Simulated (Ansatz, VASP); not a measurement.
MoS2: VASP beside Ansatz

INCAR

```
SYSTEM = MoS2
PREC     = Accurate       ! precision mode
ENCUT    = 520            ! plane-wave cutoff, eV
EDIFF    = 1E-7           ! SCF threshold, eV
ISMEAR   = 0              ! smearing method
SIGMA    = 0.15           ! smearing width, eV
LREAL    = .False.        ! projectors in reciprocal space
LASPH    = .True.         ! aspherical terms in the spheres
NELM     = 80             ! most SCF steps
ALGO     = Normal         ! electronic algorithm
ISIF     = 2              ! what is computed and relaxed
LWAVE    = .False.        ! write WAVECAR
LCHARG   = .False.        ! write CHGCAR
GGA      = PS             ! functional
NBANDS   = 20             ! bands
```

Contents of KPOINTS:

```
Automatic mesh
0
Gamma
  18 18 8
  0 0 0
```

POSCAR

```
MoS2
1.0
    3.1411847469      0.0000000000      0.0000000000
   -1.5705923735      2.4483112099      0.0000000000
    0.0000000000      0.0000000000      6.1247114470
Mo S
1 2
Direct
    0.0000000000      0.0000000000      0.5000000000
    0.3333333333      0.6666666667      0.2410625189
    0.6666666667      0.3333333333      0.7589374811
```

Input for Ansatz:

```yaml
crystal:
  lattice:
    - [3.1411847469, 0.0, 0.0]
    - [-1.5705923735, 2.4483112099, 0.0]
    - [0.0, 0.0, 6.124711447]
  atoms:
    - { symbol: Mo, position: [0.0, 0.0, 0.5] }
    - { symbol: S, position: [0.3333333333, 0.6666666667, 0.2410625189] }
    - { symbol: S, position: [0.6666666667, 0.3333333333, 0.7589374811] }
basis:
  ecutwfc: 420
kpoints:
  mp_grid: { grid: [18, 18, 8] }
hamiltonian:
  xc: pbesol
scf:
  occupations: { method: gaussian, width: 0.15 }
output:
  forces: true
  stress: true
  eigenvalues: true
```

Change from the starting cell: strain -0.1000 x Voigt [0, 1, 0, 0, 0, 0], atoms carried along.

Alike in both runs: task single point; functional PBEsol; k mesh 18 × 18 × 8; occupations gaussian, width 0.15 eV; no spin polarisation.

|  | VASP | Ansatz |
| --- | --- | --- |
| version | VASP 6.6.1 | Ansatz 0.2.0 |
| potentials or method | VASP PAW PBE potentials, release 64 (Mo_sv, S), cutoff 520 eV | scalar-relativistic, plane waves, PAW |
| valence electrons in the cell | 26 | 26 |

Ansatz gave:

- gap on the k mesh at the Fermi level (eV): none
- pressure (GPa): 20.6
- traceless stress, the component that is largest in VASP (GPa): 17.92
- rms of the force components (eV/Å): 0.783

Q: What did VASP give for the same quantities?

A: gap on the k mesh at the Fermi level (eV): none; pressure (GPa): 20.6; traceless stress, the component that is largest in VASP (GPa): 17.94; rms of the force components (eV/Å): 0.781.

VASP's potentials were made for PBE, not for PBEsol. Atom by atom the forces differ by 0.002 eV/Å (rms over components). A gap of «none» marks a metal or a gap that the smearing closes.
